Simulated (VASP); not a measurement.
Hf3Be, 8 atoms in the cell. Symmetry: P6_3/mmc, No. 194, hexagonal system. The conventional cell has a = 6.046 Å, b = 6.046 Å, c = 4.853 Å, α = 90.00°, β = 90.00°, γ = 120.00°. Hf (site symmetry mm2) has 4 Be at 2.99 to 3.02 Å and 8 Hf at 2.99 to 3.03 Å within 3.9 Å. Be (site symmetry -6m2) has 12 Hf at 2.99 to 3.02 Å within 3.9 Å. 

| Quantity | Value |
| --- | --- |
| Program | VASP 6.6.1 |
| Task | single point |
| Functional | PBE |
| Potentials or basis | VASP PAW PBE potentials, release 64 (Hf_pv, Be) |
| Cutoff | 520 eV |
| k mesh | 3 × 3 × 4 |
| Occupations | gaussian, width 0.1 eV |
| Spin | no spin polarisation |
| Dipole correction | no |
| Further INCAR settings | ALGO = Normal; EDIFF = 1e-07; NBANDS = 42 |

Potentials or basis: VASP PAW PBE potentials, release 64 (Hf_pv, Be).

The run is started by

```bash
$ cat potpaw_PBE.64/Hf_pv/POTCAR potpaw_PBE.64/Be/POTCAR > POTCAR
$ mpirun -np 1 vasp_std > vasp.out
```

Hardware: 1 thread of Intel Xeon 6975P-C (shared host).

Problem. Estimate the wall time of this run.

Solution. Run time: 65 s on 1 thread of Intel Xeon 6975P-C, on a shared host, peak memory 0.29 GiB. Counts: scf iterations 14, k points 9.
